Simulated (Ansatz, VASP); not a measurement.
One calculation of LiCl, two programs

Contents of POSCAR:

```
LiCl
1.0
    3.2711235254      0.0523379764      0.0000000000
    0.0523379764      3.2711235254      0.0000000000
    0.0000000000      0.0000000000      3.2711235254
Li Cl
1 1
Direct
    0.0000000000      0.0000000000      0.0000000000
    0.5000000000      0.5000000000      0.5000000000
```

The input INCAR.step1:

```
  PREC = Accurate
  ENCUT = 520
  EDIFF = 1E-5
  ISMEAR = 0
  SIGMA = 0.01
  LREAL = False
  LASPH = True
  NELM = 100
  ALGO = Normal
  ISIF = 2
  LWAVE = True
  NBANDS = 12
  GGA = PE
```

The input INCAR.step2:

```
  PREC = Accurate
  ENCUT = 520
  EDIFF = 1E-7
  ISMEAR = 0
  SIGMA = 0.01
  LREAL = False
  LASPH = True
  NELM = 100
  ALGO = Normal
  ISIF = 2
  LWAVE = False
  LCHARG = True
  GGA = PE
  LHFCALC = True
  HFSCREEN = 0.2079
  PRECFOCK = Normal
  LELF = True
  LVHAR = True
  NBANDS = 12
  ISTART = 1
```

File KPOINTS:

```
Automatic mesh
0
Gamma
  6 6 6
```

Input for Ansatz:

```yaml
crystal:
  lattice:
    - [3.2711235254, 0.0523379764, 0.0]
    - [0.0523379764, 3.2711235254, 0.0]
    - [0.0, 0.0, 3.2711235254]
  atoms:
    - { symbol: Li, position: [0.0, 0.0, 0.0] }
    - { symbol: Cl, position: [0.5, 0.5, 0.5] }
kpoints:
  mp_grid: { grid: [6, 6, 6] }
  band_path:
    path: [[0.0, 0.0, 0.0], [0.0, 0.5, 0.0], [0.5, 0.5, 0.0], [0.5, 0.5, 0.5]]
    npoints: 1
hamiltonian:
  xc: hse06
scf:
  occupations: { method: fixed }
  n_extra_bands: 4
output:
  forces: true
  stress: true
  eigenvalues: true
```

Change from the starting cell: shear_xy strain +3.2%.

Alike in both runs: task single point; functional HSE06; k mesh 6 × 6 × 6; no spin polarisation.

|  | VASP | Ansatz |
| --- | --- | --- |
| version | VASP 6.6.1 | Ansatz 0.2.0 |
| potentials or method | VASP PAW PBE potentials, release 64 (Li_sv, Cl) | plane waves, PAW |
| plane-wave cutoff (eV) | 520 | 420 |
| occupations | gaussian, width 0.01 eV | fixed |
| valence electrons in the cell | 10 | 10 |

|  | VASP | Ansatz | Ansatz less VASP |
| --- | --- | --- | --- |
| gap on the k mesh at the Fermi level (eV) | 5.70 | 5.69 | -0.011 |

Ansatz's warnings: stress exchange threshold loose, stress scf threshold loose.

Noted on VASP's run: the cutoff is under 1.25 times that of the potentials, so the pressure is a little rough.
